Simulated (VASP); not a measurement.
The system is AlNi.

```
Al Ni
1.0
     5.78617    0.00000    0.00000
     2.89308    0.00000   -5.78617
     2.89308    5.78617    0.00000
Al Ni
8 8
Direct
  0.99851 0.50242 0.50484
  0.24954 0.99610 0.50349
  0.49801 0.49755 0.50299
  0.00433 0.99586 0.99898
  0.24620 0.50226 0.99791
  0.73963 0.50780 0.00572
  0.49291 0.25193 0.25039
  0.75175 0.76112 0.24600
  0.74163 0.00106 0.49937
  0.50685 0.99441 0.99869
  0.25360 0.74286 0.24788
  0.24722 0.25166 0.75005
  0.49983 0.75406 0.75589
  0.00020 0.24844 0.25308
  0.74618 0.25177 0.75364
  0.99984 0.74517 0.75508
```

- Program: VASP 6.6.1
- Task: relaxation of cell and atoms
- Functional: PBE
- Potentials or basis: VASP PAW PBE potentials, release 64 (Al, Ni)
- Cutoff: 600 eV
- k mesh: 3 × 2 × 2, shifted
- Occupations: gaussian, width 0.1 eV
- Spin: no spin polarisation

At the start: pressure 4.4 GPa; volume 12.11 Å³/atom.

Where does the relaxation end?

Over 24 steps the energy falls by 89.4 meV/atom and the volume is 12.48 Å³/atom (+3.1 %); space group P-1 (No. 2, to 0.1 Å) before, C2/m (No. 12, to 0.1 Å).

The path:
```
step  energy change (eV)  largest force (eV/Å)  pressure (GPa)  volume (Å³)
   1              0.0000                1.9456            4.36       193.72
   2             -0.7702                0.9930           -2.98       203.03
   3             -0.7875                0.8964           -3.80       204.64
   4             -0.9848                0.5981            1.16       197.81
   5             -0.9851                0.5906            1.51       197.51
   6             -1.0998                0.4230            0.92       198.08
   7             -1.1557                0.5649            0.47       198.81
   8             -1.2221                0.2376           -0.82       200.51
   9             -1.2347                0.2179           -1.55       201.61
  10             -1.2802                0.2640            0.74       198.50
  11             -1.2819                0.2926            1.24       197.83
  12             -1.3274                0.2907            1.13       197.95
  13             -1.3794                0.3066            1.07       198.20
  14             -1.3986                0.1859           -1.08       201.14
  15             -1.3991                0.1906           -0.73       200.75
  16             -1.4132                0.1110           -0.15       199.91
  17             -1.4153                0.1049            0.16       199.50
  18             -1.4205                0.0646            0.01       199.70
  19             -1.4236                0.1157           -0.19       199.97
  20             -1.4269                0.0465            0.18       199.42
  21             -1.4272                0.0445            0.36       199.24
  22             -1.4287                0.0746           -0.17       199.81
  23             -1.4287                0.0717           -0.10       199.78
  24             -1.4299                0.0398           -0.07       199.72
```

Final structure:
```
CELL_PARAMETERS angstrom
5.72210 -0.10758 -0.00079
2.86184 -0.07914 -5.72828
2.75958 6.04184 0.02453
ATOMIC_POSITIONS crystal
Al 0.98232 0.51336 0.53509
Al 0.19579 0.00166 0.49006
Al 0.50080 0.47993 0.53162
Al 0.05122 0.99863 0.01310
Al 0.26445 0.48748 0.96794
Al 0.74634 0.52038 0.97139
Al 0.50089 0.24386 0.24846
Al 0.74576 0.75716 0.25440
Ni 0.76765 0.00405 0.47518
Ni 0.47948 0.99637 0.02771
Ni 0.27025 0.69493 0.25460
Ni 0.26396 0.22734 0.72901
Ni 0.49355 0.77289 0.72280
Ni 0.97742 0.30549 0.24830
Ni 0.75341 0.22769 0.78044
Ni 0.98294 0.77326 0.77391
```

Caveat: the k points lie up to 0.54 Å⁻¹ apart in the final cell.
